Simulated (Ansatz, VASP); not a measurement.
One calculation of Tl, two programs

```
CELL_PARAMETERS angstrom
3.61130 0.00000 0.00000
-1.80565 3.12748 0.00000
0.00000 0.00000 5.56903
ATOMIC_POSITIONS crystal
Tl 0.33333 0.66667 0.25000
Tl 0.66667 0.33333 0.75000
```

Alike in both runs: task relaxation of cell and atoms; functional PBE; k mesh 15 × 15 × 8; occupations gaussian, width 0.1 eV; no spin polarisation.

|  | VASP | Ansatz |
| --- | --- | --- |
| version | VASP 6.6.1 | Ansatz 0.2.0 |
| potentials or method | VASP PAW PBE potentials, release 64 (Tl_d), cutoff 600 eV | scalar-relativistic, plane waves, PAW |
| valence electrons in the cell | 26 | 26 |

Ansatz gave:

```
gap on the k mesh at the Fermi level, each at its own relaxed structure (eV) : none
relaxed volume (Å³/atom)                                                     : 31.45
relaxed cell length with the largest relative difference (Å)                 : 5.569
```

Q: What did VASP give for the same quantities?

A: gap on the k mesh at the Fermi level, each at its own relaxed structure (eV): none; relaxed volume (Å³/atom): 31.41; relaxed cell length with the largest relative difference (Å): 5.567.

A gap of «none» marks a metal or a gap that the smearing closes.

Spin-orbit coupling is off throughout.
